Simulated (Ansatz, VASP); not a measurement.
**Ti in VASP and in Ansatz**

The input INCAR:

```
SYSTEM = Ti
PREC     = Accurate       ! precision mode
ENCUT    = 520            ! plane-wave cutoff, eV
EDIFF    = 1E-6           ! SCF threshold, eV
ISMEAR   = 0              ! smearing method
SIGMA    = 0.15           ! smearing width, eV
LREAL    = .FALSE.        ! projectors in reciprocal space
LASPH    = .TRUE.         ! aspherical terms in the spheres
NELM     = 60             ! most SCF steps
ALGO     = Fast           ! electronic algorithm
ISIF     = 2              ! what is computed and relaxed
LWAVE    = .FALSE.        ! write WAVECAR
LCHARG   = .TRUE.         ! write CHGCAR
GGA      = PS             ! functional
LELF     = .TRUE.         ! ELF
LVHAR    = .TRUE.       
NBANDS   = 12             ! bands
```

The input KPOINTS:

```
regular mesh
0
G
  22 22 22
  0 0 0
```

File POSCAR:

```
Ti
1.0
   -1.4620383950      1.4620383950      2.0673222905
    1.4620383950     -1.4620383950      2.0673222905
    1.4620383950      1.4620383950     -2.0673222905
Ti
1
Direct
    0.0000000000      0.0000000000      0.0000000000
```

Input for Ansatz:

```yaml
crystal:
  lattice:
    - [-1.462038395, 1.462038395, 2.0673222905]
    - [1.462038395, -1.462038395, 2.0673222905]
    - [1.462038395, 1.462038395, -2.0673222905]
  atoms:
    - { symbol: Ti, position: [0.0, 0.0, 0.0] }
basis:
  ecutwfc: 420
kpoints:
  mp_grid: { grid: [22, 22, 22] }
hamiltonian:
  xc: pbesol
scf:
  occupations: { method: gaussian, width: 0.15 }
output:
  forces: true
  stress: true
  eigenvalues: true
```

Alike in both runs: task single point; functional PBEsol; k mesh 22 × 22 × 22; occupations gaussian, width 0.15 eV; no spin polarisation.

|  | VASP | Ansatz |
| --- | --- | --- |
| version | VASP 6.6.1 | Ansatz 0.2.0 |
| potentials or method | VASP PAW PBE potentials, release 64 (Ti_sv), cutoff 520 eV | scalar-relativistic, plane waves, PAW |
| valence electrons in the cell | 12 | 12 |

```csv
,VASP,Ansatz,Ansatz less VASP
gap on the k mesh at the Fermi level (eV),none,none,-
pressure (GPa),-6.1,-6.0,+0.18
```

VASP's potentials were made for PBE, not for PBEsol. A gap of «none» marks a metal or a gap that the smearing closes. The functional is the same, so the differences come from potentials, cutoffs and numerics.
